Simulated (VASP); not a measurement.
# Hf (P6/mmm) in VASP: a series of runs

Hf is run at these levels: PBE; tasks: single point, relaxation of cell and atoms.

All numbers are computed with VASP 6.6.1; they aren't measurements. Logs are shortened: lines on timing, memory, paths and dates and some standing lists are left out, and cuts for length are marked.

### Step 1. The cell of the first run

It takes space group P6/mmm (No. 191, hexagonal). The conventional cell has a = 4.962 Å, b = 4.962 Å, c = 3.086 Å, α = 90.00°, β = 90.00°, γ = 120.00°. Within 3.8 Å of Hf (site symmetry -6m2) lie 11 Hf at 2.87 to 3.25 Å. Hf (site symmetry 6/mmm) has 14 Hf at 3.09 to 3.25 Å within 4.1 Å.

This isn't the form of Hf at room conditions, which is hcp.

### Step 2. Single point, PBE

Contents of INCAR:

```
PREC = Accurate
ENCUT = 520
EDIFF = 1E-6
ISMEAR = 0
SIGMA = 0.1
LREAL = F
LASPH = T
NELM = 100
ALGO = Normal
ISIF = 2
LWAVE = F
LCHARG = F
GGA = PE
NBANDS = 22
```

Contents of KPOINTS:

```
Automatic mesh
0
Gamma
  6 6 6
```

Contents of POSCAR:

```
Hf
1.0
    4.9623295440      0.0000000000      0.0000000000
   -2.4811647720      4.2975034470      0.0000000000
    0.0000000000      0.0000000000      3.0862322500
Hf
3
Direct
    0.6666666700      0.3333333300      0.5000000000
    0.3333333300      0.6666666700      0.5000000000
    0.0000000000      0.0000000000      0.0000000000
```

Potentials or basis: VASP PAW PBE potentials, release 64 (Hf_pv).

On the command line:

```bash
cat potpaw_PBE.64/Hf_pv/POTCAR > POTCAR
mpirun -np 1 vasp_std > vasp.out
```

OUTCAR:

```text
PREC = Accurate
   ENCUT = 520
   EDIFF = 1E-6
   ISMEAR = 0
   LREAL = F
   LASPH = T
   NELM = 100
   ISIF = 2
   GGA = PE

 ion  position               nearest neighbor table
   1  0.667  0.333  0.500-   2 2.87   2 2.87   2 2.87   3 3.25   3 3.25   3 3.25   3 3.25   3 3.25
                             3 3.25
   2  0.333  0.667  0.500-   1 2.87   1 2.87   1 2.87   3 3.25   3 3.25   3 3.25   3 3.25   3 3.25
                             3 3.25
   3  0.000  0.000  0.000-   1 3.25   2 3.25   1 3.25   2 3.25   2 3.25   2 3.25   1 3.25   1 3.25
                             1 3.25   1 3.25   2 3.25   2 3.25

  LATTYP: Found a hexagonal cell.
 ALAT       =     4.9623295440
 C/A-ratio  =     0.6219321435

  Lattice vectors:

 A1 = (   4.9623295440,   0.0000000000,   0.0000000000)
 A2 = (  -2.4811647720,   4.2975034470,   0.0000000000)
 A3 = (   0.0000000000,   0.0000000000,   3.0862322500)

Analysis of symmetry for initial positions (statically):
=====================================================================
 Subroutine PRICEL returns:
 Original cell was already a primitive cell.

 Routine SETGRP: Setting up the symmetry group for a
 hexagonal supercell.

 Subroutine GETGRP returns: Found 24 space group operations
 (whereof 24 operations were pure point group operations)
 out of a pool of 24 trial point group operations.

The static configuration has the point symmetry D_6h.

Analysis of symmetry for dynamics (positions and initial velocities):
=====================================================================
 Subroutine PRICEL returns:
 Original cell was already a primitive cell.

 Routine SETGRP: Setting up the symmetry group for a
 hexagonal supercell.

 Subroutine GETGRP returns: Found 24 space group operations
 (whereof 24 operations were pure point group operations)
 out of a pool of 24 trial point group operations.

The dynamic configuration has the point symmetry D_6h.

 Subroutine INISYM returns: Found 24 space group operations
 (whereof 24 operations are pure point group operations),
 and found     1 'primitive' translations

----------------------------------------------------------------------------------------

                                     Primitive cell

  volume of cell :      65.8158

  direct lattice vectors                    reciprocal lattice vectors
     4.962329544  0.000000000  0.000000000     0.201518257  0.116346620  0.000000000
    -2.481164772  4.297503447  0.000000000     0.000000000  0.232693240  0.000000000
     0.000000000  0.000000000  3.086232250     0.000000000  0.000000000  0.324019685

  length of vectors
     4.962329544  4.962329544  3.086232250     0.232693240  0.232693240  0.324019685

  position of ions in fractional coordinates (direct lattice)
     0.666666670  0.333333330  0.500000000
     0.333333330  0.666666670  0.500000000
     0.000000000  0.000000000  0.000000000

  ion indices of the primitive-cell ions
   primitive index   ion index
                 1           1
                 2           2
                 3           3

----------------------------------------------------------------------------------------

 KPOINTS: Automatic mesh

Automatic generation of k-mesh.
 Grid dimensions read from file:
 generate k-points for:    6    6    6

 Generating k-lattice:

  Cartesian coordinates                     Fractional coordinates (reciprocal lattice)
     0.033586376  0.019391103  0.000000000     0.166666667  0.000000000  0.000000000
     0.000000000  0.038782207  0.000000000     0.000000000  0.166666667  0.000000000
     0.000000000  0.000000000  0.054003281     0.000000000  0.000000000  0.166666667

  Length of vectors
     0.038782207  0.038782207  0.054003281

  Shift w.r.t. Gamma in fractional coordinates (k-lattice)
     0.000000000  0.000000000  0.000000000

 Subroutine IBZKPT returns following result:
 ===========================================

 Found     28 irreducible k-points:

 Following reciprocal coordinates:
            Coordinates               Weight
  0.000000  0.000000  0.000000      1.000000
  0.166667  0.000000  0.000000      6.000000
  0.333333  0.000000  0.000000      6.000000
  0.500000 -0.000000  0.000000      3.000000
  0.166667  0.166667  0.000000      6.000000
  0.333333  0.166667  0.000000     12.000000
[... 16 lines left out ...]
  0.166667  0.000000  0.500000      6.000000
  0.333333  0.000000  0.500000      6.000000
 [... further k-points ...]
   k-points           NKPTS =     28   k-points in BZ     NKDIM =     28   number of bands    NBANDS=     22
   number of dos      NEDOS =    301   number of ions     NIONS =      3
   total plane-waves  NPLWV =  38400
   dimension x,y,z NGX =    40 NGY =   40 NGZ =   24
   dimension x,y,z NGXF=    80 NGYF=   80 NGZF=   48
   ions per type =               3
   NGX,Y,Z   is equivalent  to a cutoff of  13.40, 13.40, 12.93 a.u.
   NGXF,Y,Z  is equivalent  to a cutoff of  26.80, 26.80, 25.86 a.u.
 SYSTEM =  unknown system
   PREC   = accura    normal or accurate (medium, high low for compatibility)
   ISTART =      0    job   : 0-new  1-cont  2-samecut
   ICHARG =      2    charge: 1-file 2-atom 10-const
   ISPIN  =      1    spin polarized calculation?
   LNONCOLLINEAR =      F non collinear calculations
   LSORBIT =      F    spin-orbit coupling
   LASPH  =      T    aspherical Exc in radial PAW
   ENCUT  =  520.0 eV  38.22 Ry    6.18 a.u.   9.23  9.23  5.74*2*pi/ulx,y,z
   NELM   =    100;   NELMIN=  2; NELMDL= -5     # of ELM steps
   EDIFF  = 0.1E-05   stopping-criterion for ELM
   LREAL  =      F    real-space projection
   EDIFFG = 0.1E-04   stopping-criterion for IOM
   NSW    =      0    number of steps for IOM
   IBRION =     -1    ionic relax: 0-MD 1-quasi-New 2-CG
   NFREE  =      0    steps in history (QN), initial steepest desc. (CG)
   ISIF   =      2    stress and relaxation
   ISYM   =      2    0-nonsym 1-usesym 2-fastsym
   POTIM  = 0.5000    time-step for ionic-motion
   TEBEG  =    0.0;   TEEND  =   0.0 temperature during run
   PSTRESS=    0.0 pullay stress
   NELECT =      30.0000    total number of electrons
   NUPDOWN=      -1.0000    fix difference up-down
   EMIN   =  10.00;   EMAX   =-10.00  energy-range for DOS
   EFERMI =   0.00;   METHOD = LEGACY
   ISMEAR =     0;   SIGMA  =   0.10  broadening in eV -4-tet -1-fermi 0-gaus
   EFERMI_NEDOS =   21; number of points for ismear=-14 and -15
   IALGO  =     38    algorithm
   IMIX   =      4    mixing-type and parameters
     AMIX     =   0.40;   BMIX     =  1.00
     AMIX_MAG =   1.60;   BMIX_MAG =  1.00
  volume/ion in A,a.u.               =      21.94       148.05
  Fermi-wavevector in a.u.,A,eV,Ry     =   1.259907  2.380879 21.597416  1.587365
  Thomas-Fermi vector in A             =   2.393443
   LORBIT       =      0    0 simple, 1 ext, 2 COOP (PROOUT), +10 PAW based schemes
   GGA     = PE    functional components
   LHFCALC =     F    Hartree Fock is set to
   AEXX    =    0.0000 exact exchange contribution
   IVDW    =     0    specifies the selected vdW correction
   LEPSILON=     F    determine dielectric tensor
   LRPA    =     F    only Hartree local field effects (RPA)
 non-spin polarized calculation
 Gauss-broadening in eV      SIGMA  =   0.10
  energy-cutoff  :      520.00
  volume of cell :       65.82
 maximum number of plane-waves:      1790
 NGX is ok and might be reduce to    40
   NGX = 19   NGY = 19   NGZ = 11

 number of electron      30.0000003 magnetization

 Free energy of the ion-electron system (eV)
  ---------------------------------------------------
  ext. energy  EPLUGINS =         0.00000000
  ---------------------------------------------------
  free energy    TOTEN  =       -29.65072253 eV

  energy without entropy =      -29.63734920  energy(sigma->0) =      -29.64403587

 E-fermi :   4.8230     XC(G=0): -11.3728

 val. band max:        4.7860777615   @ k =   0.5000  -0.0000   0.1667
 cond. band min:       4.8293409507   @ k =   0.1667   0.0000   0.0000
 fundamental gap:      0.0432631892
 Fermi energy:         4.8229875349

 k-point     1 :       0.0000    0.0000    0.0000
  band No.  band energies     occupation
      1     -25.8336      2.00000
      2     -25.8336      2.00000
      3     -25.7989      2.00000
      4     -25.7989      2.00000
      5     -25.4215      2.00000
      6     -25.1841      2.00000
[... 14 lines left out ...]
     21       7.7775      0.00000
     22       7.7901      0.00000

 k-point     2 :       0.1667    0.0000    0.0000
  band No.  band energies     occupation
      1     -25.9489      2.00000
      2     -25.9115      2.00000
      3     -25.6795      2.00000
      4     -25.6561      2.00000
      5     -25.4099      2.00000
      6     -25.1870      2.00000
[... 14 lines left out ...]
     21       7.3218      0.00000
     22       8.6643      0.00000

 k-point     3 :       0.3333    0.0000    0.0000
  band No.  band energies     occupation
      1     -26.0427      2.00000
      2     -25.8842      2.00000
      3     -25.5772      2.00000
      4     -25.5704      2.00000
      5     -25.3846      2.00000
      6     -25.2233      2.00000
[... 14 lines left out ...]
     21       8.2222      0.00000
     22       9.0895      0.00000
[... 476 lines left out ...]
 k-point    23 :       0.1667    0.0000    0.5000
  band No.  band energies     occupation
      1     -25.9140      2.00000
      2     -25.8599      2.00000
      3     -25.7441      2.00000
      4     -25.7057      2.00000
      5     -25.6894      2.00000
      6     -25.6427      2.00000
[... 14 lines left out ...]
     21       9.8930      0.00000
     22      10.1736      0.00000

 k-point    24 :       0.3333    0.0000    0.5000
  band No.  band energies     occupation
      1     -25.9673      2.00000
      2     -25.9115      2.00000
      3     -25.7735      2.00000
      4     -25.7064      2.00000
      5     -25.6481      2.00000
      6     -25.5648      2.00000
[... 14 lines left out ...]
     21       9.4308      0.00000
     22       9.5989      0.00000

 [... further k-points ...]

------------------------ aborting loop because EDIFF is reached ----------------------------------------

  FORCE on cell =-STRESS in cart. coord.  units (eV):
  Direction    XX          YY          ZZ          XY          YZ          ZX
  --------------------------------------------------------------------------------------
  -------------------------------------------------------------------------------------
  Total        0.5328233      0.5328233      0.8060823      0.0000000     -0.0000000      0.0000000
  in kB       12.9706986     12.9706986     19.6227354      0.0000000     -0.0000000      0.0000000
  external PRESSURE =      15.1880442 kB  Pullay stress =       0.0000000 kB

 VOLUME and BASIS-vectors are now :
 -----------------------------------------------------------------------------
  energy-cutoff  :      520.00
  volume of cell :       65.82
      direct lattice vectors                 reciprocal lattice vectors
     4.962329544  0.000000000  0.000000000     0.201518257  0.116346620  0.000000000
    -2.481164772  4.297503447  0.000000000     0.000000000  0.232693240  0.000000000
     0.000000000  0.000000000  3.086232250     0.000000000  0.000000000  0.324019685

 POSITION                                       TOTAL-FORCE (eV/Angst)
 -----------------------------------------------------------------------------------
      2.48116      1.43250      1.54312         0.000000      0.000000      0.000000
     -0.00000      2.86500      1.54312        -0.000000     -0.000000      0.000000
      0.00000      0.00000      0.00000         0.000000     -0.000000      0.000000
 -----------------------------------------------------------------------------------
    total drift:                                0.000000     -0.000000      0.000000

  FREE ENERGIE OF THE ION-ELECTRON SYSTEM (eV)
  ---------------------------------------------------
  free  energy   TOTEN  =       -29.6507225282 eV

  energy  without entropy=      -29.6373492043  energy(sigma->0) =      -29.64403587
```

Run time: 38 s. Hardware: 1 thread of Intel Xeon Platinum 8259CL at 2.50GHz (Skylake/Cascade Lake), shared host; peak memory 0.19 GiB.

Results:

```
Free energy            : -29.6507 eV
Pressure               : 1.5 GPa
Band gap on the k mesh : zero (bands 15 and 16 overlap by 0.91 eV)
```

Levels at points of the mesh, in eV from the Fermi level:
```csv
k point,band 13,band 14,band 15,band 16,band 17,band 18
"(0.00, 0.00, 0.00)",-0.60,-0.58,-0.57,-0.57,1.16,2.19
"(0.50, 0.00, 0.00)",-0.43,-0.37,-0.31,0.23,0.92,1.12
"(0.00, 0.00, 0.50)",-2.15,-1.86,-1.86,1.43,1.43,2.06
"(0.50, 0.00, 0.50)",-1.37,-0.74,-0.67,0.55,0.64,1.16
```

Caveat: spin-orbit coupling is left out, which moves the levels of the heavy elements.

### Step 3. Single point, PBE

This run uses another cell than the first one, of 22.31 Å³/atom.

Contents of INCAR:

```
  PREC = Accurate
  ENCUT = 520
  EDIFF = 1E-6
  ISMEAR = 0
  SIGMA = 0.1
  LREAL = F
  LASPH = T
  NELM = 60
  ALGO = Fast
  ISIF = 2
  LWAVE = F
  LCHARG = F
  GGA = PE
  NBANDS = 22
```

Contents of KPOINTS:

```
regular mesh
0
Gamma
  12 12 16
```

Contents of POSCAR:

```
Hf
1.0
    4.9938584272      0.0000000000      0.0000000000
   -2.4969292136      4.3248082608      0.0000000000
    0.0000000000      0.0000000000      3.0992240058
Hf
3
Direct
    0.6666666667      0.3333333333      0.5000000000
    0.3333333333      0.6666666667      0.5000000000
    0.0000000000      0.0000000000      0.0000000000
```

Potentials or basis: VASP PAW PBE potentials, release 64 (Hf_pv).

On the command line:

```bash
cat potpaw_PBE.64/Hf_pv/POTCAR > POTCAR
mpirun -np 1 vasp_std > vasp.out
```

OUTCAR:

```text
PREC = Accurate
   ENCUT = 520
   EDIFF = 1E-6
   ISMEAR = 0
   LREAL = F
   LASPH = T
   NELM = 60
   ISIF = 2
   GGA = PE

 ion  position               nearest neighbor table
   1  0.667  0.333  0.500-   2 2.88   2 2.88   2 2.88   3 3.27   3 3.27   3 3.27   3 3.27   3 3.27
                             3 3.27
   2  0.333  0.667  0.500-   1 2.88   1 2.88   1 2.88   3 3.27   3 3.27   3 3.27   3 3.27   3 3.27
                             3 3.27
   3  0.000  0.000  0.000-   1 3.27   2 3.27   1 3.27   2 3.27   2 3.27   2 3.27   1 3.27   1 3.27
                             1 3.27   1 3.27   2 3.27   2 3.27

[... 800 lines left out ...]
  Direction    XX          YY          ZZ          XY          YZ          ZX
  --------------------------------------------------------------------------------------
  -------------------------------------------------------------------------------------
  Total       -0.2215250     -0.2215250     -0.1497750      0.0000000     -0.0000000     -0.0000000
  in kB       -5.3024588     -5.3024588     -3.5850390      0.0000000     -0.0000000     -0.0000000
  external PRESSURE =      -4.7299855 kB  Pullay stress =       0.0000000 kB

 VOLUME and BASIS-vectors are now :
 -----------------------------------------------------------------------------
  energy-cutoff  :      520.00
  volume of cell :       66.94
      direct lattice vectors                 reciprocal lattice vectors
     4.993858427  0.000000000  0.000000000     0.200245965  0.115612062  0.000000000
    -2.496929214  4.324808261  0.000000000     0.000000000  0.231224124  0.000000000
     0.000000000  0.000000000  3.099224006     0.000000000  0.000000000  0.322661414

 POSITION                                       TOTAL-FORCE (eV/Angst)
 -----------------------------------------------------------------------------------
      2.49693      1.44160      1.54961         0.000000      0.000000      0.000000
     -0.00000      2.88321      1.54961        -0.000000     -0.000000     -0.000000
      0.00000      0.00000      0.00000        -0.000000      0.000000     -0.000000
 -----------------------------------------------------------------------------------
    total drift:                                0.000000     -0.000000      0.000000

  FREE ENERGIE OF THE ION-ELECTRON SYSTEM (eV)
  ---------------------------------------------------
  free  energy   TOTEN  =       -29.6489010027 eV

  energy  without entropy=      -29.6368874346  energy(sigma->0) =      -29.64289422
```

It took 4.4 min on 1 thread of Intel Xeon Platinum 8259CL at 2.50GHz (Skylake/Cascade Lake), shared host; peak memory 0.33 GiB.

What came out:

- Free energy: -29.6489 eV
- Pressure: -0.5 GPa
- Band gap on the k mesh: zero (bands 15 and 16 overlap by 0.98 eV)

Stress tensor (GPa, compression positive):
```
-0.53  0.00  0.00
 0.00 -0.53  0.00
 0.00  0.00 -0.36
```

Levels at points of the mesh, in eV from the Fermi level:
```tsv
k point	band 13	band 14	band 15	band 16	band 17	band 18
(0.00, 0.00, 0.00)	-0.64	-0.62	-0.61	-0.61	1.10	2.13
(0.50, 0.00, 0.00)	-0.43	-0.38	-0.32	0.20	0.86	1.02
(0.00, 0.00, 0.50)	-2.19	-1.85	-1.85	1.38	1.38	2.00
(0.50, 0.00, 0.50)	-1.36	-0.74	-0.70	0.46	0.62	1.11
```

Caveat: spin-orbit coupling is left out, which moves the levels of the heavy elements.

(Part 1 of 2 ends here.)
